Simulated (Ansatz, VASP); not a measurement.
## Two plane-wave programs on Al3GaN4

File POSCAR:

```
Al3GaN4
1.0
    4.2251878009      0.0000000000      0.0000000000
    0.0000000000      4.2251878009      0.0000000000
    0.0000000000      0.0000000000      4.7533362760
Al Ga N
3 1 4
Direct
    0.5000000000      0.5000000000      0.0000000000
    0.5000000000      0.0000000000      0.5000000000
    0.0000000000      0.5000000000      0.5000000000
    0.0000000000      0.0000000000      0.0000000000
    0.7444581602      0.7444581602      0.2555418398
    0.7444581602      0.2555418398      0.7444581602
    0.2555418398      0.7444581602      0.7444581602
    0.2555418398      0.2555418398      0.2555418398
```

Contents of INCAR.step1:

```
PREC     = Accurate       # precision mode
ENCUT    = 520            # plane-wave cutoff, eV
ISMEAR   = 0              # smearing method
SIGMA    = 0.05           # smearing width, eV
LREAL    = False          # projectors in reciprocal space
LASPH    = True           # aspherical terms in the spheres
NELM     = 100            # most SCF steps
NBANDS   = 31             # bands
GGA      = PE             # functional
ALGO     = Normal         # electronic algorithm
EDIFF    = 1E-4           # SCF threshold, eV
LWAVE    = True           # write WAVECAR
LCHARG   = False          # write CHGCAR
```

The input INCAR.step2:

```
PREC     = Accurate       # precision mode
ENCUT    = 520            # plane-wave cutoff, eV
EDIFF    = 1E-6           # SCF threshold, eV
ISMEAR   = 0              # smearing method
SIGMA    = 0.05           # smearing width, eV
LREAL    = False          # projectors in reciprocal space
LASPH    = True           # aspherical terms in the spheres
NELM     = 100            # most SCF steps
ALGO     = Normal         # electronic algorithm
ISIF     = 2              # what is computed and relaxed
LWAVE    = False          # write WAVECAR
LCHARG   = False          # write CHGCAR
METAGGA  = R2SCAN         # meta-GGA
LMIXTAU  = True         
NBANDS   = 31             # bands
ISTART   = 1
```

The input KPOINTS:

```
Automatic mesh
0
Gamma
  6 6 6
```

Input for Ansatz:

```yaml
crystal:
  lattice:
    - [4.2251878009, 0.0, 0.0]
    - [0.0, 4.2251878009, 0.0]
    - [0.0, 0.0, 4.753336276]
  atoms:
    - { symbol: Al, position: [0.5, 0.5, 0.0] }
    - { symbol: Al, position: [0.5, 0.0, 0.5] }
    - { symbol: Al, position: [0.0, 0.5, 0.5] }
    - { symbol: Ga, position: [0.0, 0.0, 0.0] }
    - { symbol: "N", position: [0.7444581602, 0.7444581602, 0.2555418398] }
    - { symbol: "N", position: [0.7444581602, 0.2555418398, 0.7444581602] }
    - { symbol: "N", position: [0.2555418398, 0.7444581602, 0.7444581602] }
    - { symbol: "N", position: [0.2555418398, 0.2555418398, 0.2555418398] }
basis:
  ecutwfc: 500
kpoints:
  mp_grid: { grid: [6, 6, 6] }
hamiltonian:
  xc: r2scan
scf:
  occupations: { method: gaussian, width: 0.05 }
output:
  forces: true
  stress: true
  eigenvalues: true
```

Change from the starting cell: strain -0.040 along x and y, +0.080 along z, atoms carried along.

Alike in both runs: task single point; functional r2SCAN; k mesh 6 × 6 × 6; occupations gaussian, width 0.05 eV; no spin polarisation.

|  | VASP | Ansatz |
| --- | --- | --- |
| version | VASP 6.6.1 | Ansatz 0.2.0 |
| potentials or method | VASP PAW PBE potentials, release 64 (Al, Ga_d, N), cutoff 520 eV | scalar-relativistic, plane waves, PAW |
| valence electrons in the cell | 42 | 42 |

|  | VASP | Ansatz | Ansatz less VASP |
| --- | --- | --- | --- |
| gap on the k mesh at the Fermi level (eV) | 3.58 | 3.58 | +0.007 |
| least direct gap on the mesh (eV) | 3.63 | 3.63 | +0.006 |
| pressure (GPa) | 0.0 | 0.0 | +0.05 |
| traceless stress, the component that is largest in VASP (GPa) | -15.50 | -15.48 | +0.015 |
| rms of the force components (eV/Å) | 0.051 | 0.045 | -0.0062 |

VASP's potentials were made for PBE, not for r2SCAN. Atom by atom the forces differ by 0.031 eV/Å (rms over components). With one functional, cell and mesh, what is left measures potentials, basis and numerics.
